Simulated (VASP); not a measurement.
Here is a VASP 6.6.1 calculation.

INCAR

```
  ALGO = Normal
  EDIFF = 1E-8
  ENCUT = 520
  GGA = PE
  ISIF = 2
  ISMEAR = -1
  ISPIN = 2
  LASPH = T
  LCHARG = F
  LEFG = T
  LMAXMIX = 4
  LORBIT = 11
  LREAL = F
  LWAVE = F
  MAGMOM = 1.5 0
  NBANDS = 19
  NELM = 150
  PREC = Accurate
  SIGMA = 0.03
```

Contents of KPOINTS:

```
k-points
0
Gamma
  17 17 17
```

File POSCAR:

```
NiO
1.0
    0.0418262000      2.1122231000      2.1122231000
    2.1122231000      0.0418262000      2.1122231000
    2.1122231000      2.1122231000      0.0418262000
Ni O
1 1
Direct
    0.0000000000      0.0000000000      0.0000000000
    0.5000000000      0.5000000000      0.5000000000
```

Potentials or basis: VASP PAW PBE potentials, release 64 (Ni, O).

Command:

```console
$ cat potpaw_PBE.64/Ni/POTCAR potpaw_PBE.64/O/POTCAR > POTCAR
$ mpirun -np 1 vasp_std > vasp.out
```

Task: Estimate the pressure.

Result: 3.8 GPa.

Task: Estimate the site moments.

Result: Ni +1.41; O +0.26 μB.

Task: What does it give for the net moment?

Result: 1.71 μB per cell.

Electric field gradients, principal values (V/Å²):
```
atom   least  middle  greatest (by size)
1 Ni  -2.479  -2.479               4.958
 2 O  -4.252  -4.252               8.504
```

Caveat: the cell differs from its parent crystal (equal xy, yz and zx shear strains of +2 %); the cell stands under pressure; without QUAD_EFG the Cq values of the log hold for a quadrupole moment of 1 mb, not for the nuclei; a cell with one magnetic atom can't hold antiferromagnetic order, which such compounds often take.
